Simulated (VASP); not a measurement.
# Ge (Fd-3m) in VASP: notebook, part 3 of 3

VASP 6.6.1.

### 5 Single point, r2SCAN (strain +1.0%)

The input, POSCAR:

```
Ge
1.0
    0.0000000000      2.8652422468      2.8652422468
    2.8652422468      0.0000000000      2.8652422468
    2.8652422468      2.8652422468      0.0000000000
Ge
2
Direct
    0.0000000000      0.0000000000      0.0000000000
    0.2500000000      0.2500000000      0.2500000000
```

The input, INCAR.step1:

```
SYSTEM = Ge
PREC     = Accurate       ! precision mode
ENCUT    = 520            ! plane-wave cutoff, eV
ISMEAR   = -1             ! smearing method
SIGMA    = 0.02           ! smearing width, eV
LREAL    = .FALSE.        ! projectors in reciprocal space
LASPH    = .TRUE.         ! aspherical terms in the spheres
NELM     = 60             ! most SCF steps
NBANDS   = 21             ! bands
GGA      = PE             ! functional
ALGO     = Normal         ! electronic algorithm
EDIFF    = 1E-4           ! SCF threshold, eV
LWAVE    = .TRUE.         ! write WAVECAR
LCHARG   = .FALSE.        ! write CHGCAR
```

The input, INCAR.step2:

```
SYSTEM = Ge
PREC     = Accurate       ! precision mode
ENCUT    = 520            ! plane-wave cutoff, eV
EDIFF    = 1E-7           ! SCF threshold, eV
ISMEAR   = -1             ! smearing method
SIGMA    = 0.02           ! smearing width, eV
LREAL    = .FALSE.        ! projectors in reciprocal space
LASPH    = .TRUE.         ! aspherical terms in the spheres
NELM     = 60             ! most SCF steps
ALGO     = Normal         ! electronic algorithm
ISIF     = 2              ! what is computed and relaxed
LWAVE    = .FALSE.        ! write WAVECAR
LCHARG   = .TRUE.         ! write CHGCAR
METAGGA  = R2SCAN         ! meta-GGA
LMIXTAU  = .TRUE.       
LELF     = .TRUE.         ! ELF
LVHAR    = .TRUE.       
NBANDS   = 21             ! bands
ISTART   = 1
```

The input, KPOINTS:

```
Automatic mesh
0
G
  8 8 8
  0 0 0
```

Potentials or basis: VASP PAW PBE potentials, release 64 (Ge_d).

The run is started by

```
cat potpaw_PBE.64/Ge_d/POTCAR > POTCAR
cp INCAR.step1 INCAR
mpirun -np 1 vasp_std > vasp.out
cp INCAR.step2 INCAR
mpirun -np 1 vasp_std > vasp.out
```

OUTCAR:

```text
SYSTEM = Ge
   PREC = Accurate
   ENCUT = 520
   EDIFF = 1E-7
   ISMEAR = -1
   LREAL = .FALSE.
   LASPH = .TRUE.
   NELM = 60
   ISIF = 2
   METAGGA = R2SCAN
   ISTART = 1

 ion  position               nearest neighbor table
   1  0.000  0.000  0.000-   2 2.48   2 2.48   2 2.48   2 2.48
   2  0.250  0.250  0.250-   1 2.48   1 2.48   1 2.48   1 2.48

  LATTYP: Found a face centered cubic cell.
 ALAT       =     5.7304844936

  Lattice vectors:

 A1 = (   0.0000000000,   2.8652422468,   2.8652422468)
 A2 = (   2.8652422468,   0.0000000000,   2.8652422468)
 A3 = (   2.8652422468,   2.8652422468,   0.0000000000)

Analysis of symmetry for initial positions (statically):
=====================================================================
 Subroutine PRICEL returns:
 Original cell was already a primitive cell.

 Routine SETGRP: Setting up the symmetry group for a
 face centered cubic supercell.

 Subroutine GETGRP returns: Found 48 space group operations
 (whereof 24 operations were pure point group operations)
 out of a pool of 48 trial point group operations.

The static configuration has the point symmetry T_d .
 The point group associated with its full space group is O_h .

Analysis of symmetry for dynamics (positions and initial velocities):
=====================================================================
 Subroutine PRICEL returns:
 Original cell was already a primitive cell.

 Routine SETGRP: Setting up the symmetry group for a
 face centered cubic supercell.

 Subroutine GETGRP returns: Found 48 space group operations
 (whereof 24 operations were pure point group operations)
 out of a pool of 48 trial point group operations.

The dynamic configuration has the point symmetry T_d .
 The point group associated with its full space group is O_h .

 Subroutine INISYM returns: Found 48 space group operations
[... 104 lines left out ...]
   ISYM   =      2    0-nonsym 1-usesym 2-fastsym
   POTIM  = 0.5000    time-step for ionic-motion
   TEBEG  =    0.0;   TEEND  =   0.0 temperature during run
   PSTRESS=    0.0 pullay stress
   NELECT =      28.0000    total number of electrons
   NUPDOWN=      -1.0000    fix difference up-down
   EMIN   =  10.00;   EMAX   =-10.00  energy-range for DOS
   EFERMI =   0.00;   METHOD = LEGACY
   ISMEAR =    -1;   SIGMA  =   0.02  broadening in eV -4-tet -1-fermi 0-gaus
   EFERMI_NEDOS =   21; number of points for ismear=-14 and -15
   IALGO  =     38    algorithm
   IMIX   =      4    mixing-type and parameters
     AMIX     =   0.40;   BMIX     =  1.00
     AMIX_MAG =   1.60;   BMIX_MAG =  1.00
  volume/ion in A,a.u.               =      23.52       158.74
  Fermi-wavevector in a.u.,A,eV,Ry     =   1.377070  2.602286 25.801042  1.896323
  Thomas-Fermi vector in A             =   2.502257
   LORBIT       =      0    0 simple, 1 ext, 2 COOP (PROOUT), +10 PAW based schemes
   METAGGA = R2SCAN    functional components
   LHFCALC =     F    Hartree Fock is set to
   AEXX    =    0.0000 exact exchange contribution
   IVDW    =     0    specifies the selected vdW correction
   LEPSILON=     F    determine dielectric tensor
   LRPA    =     F    only Hartree local field effects (RPA)
 non-spin polarized calculation
  energy-cutoff  :      520.00
  volume of cell :       47.05
 maximum number of plane-waves:      1283
   NGX = 15   NGY = 15   NGZ = 15

 number of electron      27.9999991 magnetization

 Free energy of the ion-electron system (eV)
  ---------------------------------------------------
  ext. energy  EPLUGINS =         0.00000000
  ---------------------------------------------------
  free energy    TOTEN  =       -27.72794199 eV

  energy without entropy =      -27.72779031  energy(sigma->0) =      -27.72786615

 E-fermi :   4.4687     XC(G=0): -10.6198

 val. band max:        4.4336719784   @ k =   0.0000   0.0000   0.0000
 cond. band min:       4.4733526265   @ k =   0.0000   0.0000   0.0000
 fundamental gap:      0.0396806481
 Fermi energy:         4.4687248094

 k-point     1 :       0.0000    0.0000    0.0000
  band No.  band energies     occupation
      1     -21.0095      2.00000
      2     -21.0095      2.00000
      3     -21.0094      2.00000
      4     -20.9731      2.00000
      5     -20.9731      2.00000
      6     -20.7758      2.00000
[... 565 lines left out ...]
     20      15.9266      0.00000
     21      16.3384      0.00000

 [... further k-points ...]
[... 5 lines left out ...]
  --------------------------------------------------------------------------------------
  -------------------------------------------------------------------------------------
  Total       -0.5620750     -0.5620750     -0.5620750     -0.0000000      0.0000000     -0.0000000
  in kB      -19.1421559    -19.1421559    -19.1421559     -0.0000000      0.0000000     -0.0000000
  external PRESSURE =     -19.1421559 kB  Pullay stress =       0.0000000 kB

 VOLUME and BASIS-vectors are now :
 -----------------------------------------------------------------------------
  energy-cutoff  :      520.00
  volume of cell :       47.05
      direct lattice vectors                 reciprocal lattice vectors
     0.000000000  2.865242247  2.865242247    -0.174505315  0.174505315  0.174505315
     2.865242247  0.000000000  2.865242247     0.174505315 -0.174505315  0.174505315
     2.865242247  2.865242247  0.000000000     0.174505315  0.174505315 -0.174505315

 POSITION                                       TOTAL-FORCE (eV/Angst)
 -----------------------------------------------------------------------------------
      0.00000      0.00000      0.00000         0.000000      0.000000     -0.000000
      1.43262      1.43262      1.43262        -0.000000      0.000000      0.000000
 -----------------------------------------------------------------------------------
    total drift:                                0.000000      0.000000      0.000000

  FREE ENERGIE OF THE ION-ELECTRON SYSTEM (eV)
  ---------------------------------------------------
  free  energy   TOTEN  =       -27.7279419877 eV

  energy  without entropy=      -27.7277903133  energy(sigma->0) =      -27.72786615
```

OUTCAR.step1:

```text
SYSTEM = Ge
   PREC = Accurate
   ENCUT = 520
   ISMEAR = -1
   LREAL = .FALSE.
   LASPH = .TRUE.
[... 798 lines left out ...]
      0.00000      0.00000      0.00000        -0.000000     -0.000000     -0.000000
      1.43262      1.43262      1.43262         0.000000      0.000000      0.000000
 -----------------------------------------------------------------------------------
    total drift:                                0.000000     -0.000000      0.000000

  FREE ENERGIE OF THE ION-ELECTRON SYSTEM (eV)
  ---------------------------------------------------
  free  energy   TOTEN  =        -9.0238410686 eV

  energy  without entropy=       -9.0236268759  energy(sigma->0) =       -9.02373397
```

OSZICAR.step1:

```text
N       E                     dE             d eps       ncg     rms          rms(c)
DAV:   1     0.201109547317E+03    0.20111E+03   -0.14495E+04  1334   0.355E+03
DAV:   2     0.211846641255E+02   -0.17992E+03   -0.17454E+03  1218   0.680E+02
DAV:   3    -0.804281258041E+01   -0.29227E+02   -0.29033E+02  1418   0.147E+02
DAV:   4    -0.908251368156E+01   -0.10397E+01   -0.10392E+01  1348   0.327E+01
DAV:   5    -0.910025452273E+01   -0.17741E-01   -0.17740E-01  1418   0.479E+00    0.304E+00
DAV:   6    -0.904912983157E+01    0.51125E-01   -0.20426E-02  1411   0.146E+00    0.181E+00
DAV:   7    -0.902196436671E+01    0.27165E-01   -0.43858E-02  1328   0.196E+00    0.147E-01
DAV:   8    -0.902365934509E+01   -0.16950E-02   -0.59760E-03  1363   0.992E-01    0.424E-02
DAV:   9    -0.902381142199E+01   -0.15208E-03   -0.22396E-04  1153   0.217E-01    0.163E-02
DAV:  10    -0.902384106862E+01   -0.29647E-04   -0.51672E-05  1043   0.716E-02
   1 F= -.90238411E+01 E0= -.90237340E+01  d E =-.214193E-03
```

Wall time 3.9 min (1 thread of Intel Xeon 8259CL, shared host); peak memory 0.18 GiB.

Results:

```yaml
Free_energy: -27.7279 eV
Pressure: -1.9 GPa
Band_gap_on_the_k_mesh: 0.04 eV, direct
```

Levels at points of the mesh, in eV from the valence-band top:
```tsv
k point	band 12	band 13	band 14	band 15	band 16	band 17
(0.00, 0.00, 0.00)	0.00	0.00	0.00	0.04	2.70	2.70
(0.50, 0.00, 0.00)	-7.69	-1.42	-1.42	0.32	3.98	3.98
(0.50, 0.50, 0.00)	-9.07	-3.09	-3.09	1.02	1.02	9.78
```

Caveat: the cell differs from its parent crystal (strain +1.0%); the PAW data sets were made with another functional, which shifts forces and pressure a little. A k mesh can miss the band edges.

### 6 The runs side by side

| level | cell | smearing | gap on the mesh (eV) | pressure (GPa) |
| --- | --- | --- | --- | --- |
| PBE | a = 4.052 Å, angles 60.0°, 2 atoms | fermi-dirac 0.02 eV | none | 0.9 |
| r2SCAN | a = 3.952 Å, angles 60.0°, 2 atoms | gaussian 0.01 eV | 0.57 | 3.7 |
| r2SCAN | a = 4.012 Å, angles 60.0°, 2 atoms | fermi-dirac 0.02 eV | 0.32 | 0.0 |
| r2SCAN | a = 4.052 Å, angles 60.0°, 2 atoms | fermi-dirac 0.02 eV | 0.04 | -1.9 |

Alike in all rows: task single point; potentials or basis VASP PAW PBE potentials, release 64 (Ge_d); no spin polarisation; k mesh 8 × 8 × 8; cutoff (eV) 520.

Caveats: the PAW data sets were made with another functional, which shifts forces and pressure a little (some runs).

Total energies depend on the potentials used, so only differences within one code and one set of settings carry meaning.
